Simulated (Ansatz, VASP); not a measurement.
## One calculation of Na3BiAu, two programs

File INCAR:

```
ALGO     = Normal         # electronic algorithm
EDIFF    = 1E-7           # SCF threshold, eV
EDIFFG   = -0.01          # ionic threshold
ENCUT    = 600            # plane-wave cutoff, eV
GGA      = PE             # functional
IBRION   = 2              # ionic algorithm
ISIF     = 3              # what is computed and relaxed
ISMEAR   = 0              # smearing method
LASPH    = T              # aspherical terms in the spheres
LCHARG   = F              # write CHGCAR
LREAL    = F              # projectors in reciprocal space
LWAVE    = F              # write WAVECAR
NELM     = 100            # most SCF steps
NSW      = 100            # ionic steps
PREC     = Accurate       # precision mode
SIGMA    = 0.1            # smearing width, eV
```

Contents of KPOINTS:

```
k-points
0
Gamma
  8 8 8
```

Contents of POSCAR:

```
Na3BiAu
1.0
    5.4779775720      0.0000000000      0.0000000000
    0.0000000000      5.4779775720      0.0000000000
    0.0000000000      0.0000000000      5.4779775720
Na Bi Au
3 1 1
Direct
    0.5000000000      0.0000000000      0.0000000000
    0.0000000000      0.5000000000      0.0000000000
    0.0000000000      0.0000000000      0.5000000000
    0.5000000000      0.5000000000      0.5000000000
    0.0000000000      0.0000000000      0.0000000000
```

Input for Ansatz:

```yaml
crystal:
  lattice:
    - [5.477977572, 0.0, 0.0]
    - [0.0, 5.477977572, 0.0]
    - [0.0, 0.0, 5.477977572]
  atoms:
    - { symbol: Na, position: [0.5, 0.0, 0.0] }
    - { symbol: Na, position: [0.0, 0.5, 0.0] }
    - { symbol: Na, position: [0.0, 0.0, 0.5] }
    - { symbol: Bi, position: [0.5, 0.5, 0.5] }
    - { symbol: Au, position: [0.0, 0.0, 0.0] }
basis:
  ecutwfc: 420
kpoints:
  mp_grid: { grid: [8, 8, 8] }
hamiltonian:
  xc: pbe
scf:
  occupations: { method: gaussian, width: 0.1 }
output:
  forces: true
  stress: true
  eigenvalues: true
  write_density: true
  write_potential: true
  elf: true
  volumetric_format: npy
relax:
  adjacent_minimum: "off"
  f_tol: 0.01
  max_steps: 80
  cell: { stress_tol: 0.05 }
```

Alike in both runs: task relaxation of cell and atoms; functional PBE; k mesh 8 × 8 × 8; occupations gaussian, width 0.1 eV; no spin polarisation.

|  | VASP | Ansatz |
| --- | --- | --- |
| version | VASP 6.6.1 | Ansatz 0.2.0 |
| potentials or method | VASP PAW PBE potentials, release 64 (Na_pv, Bi_d, Au), cutoff 600 eV | scalar-relativistic, plane waves, PAW |
| valence electrons in the cell | 47 | 61 |

VASP gave:

| Quantity | Value |
| --- | --- |
| gap on the k mesh at the Fermi level, each at its own relaxed structure (eV) | none |
| relaxed volume (Å³/atom) | 32.96 |
| relaxed cell length with the largest relative difference (Å) | 5.483 |

**Question.** What did Ansatz give for the same quantities?

**Answer.** gap on the k mesh at the Fermi level, each at its own relaxed structure (eV): none; relaxed volume (Å³/atom): 32.94; relaxed cell length with the largest relative difference (Å): 5.481.

A gap of «none» marks a metal or a gap that the smearing closes. VASP's potentials hold 47 valence electrons a cell and Ansatz's 61, so a difference there can come from the potentials and not from the codes.

Neither program's run includes spin-orbit coupling.
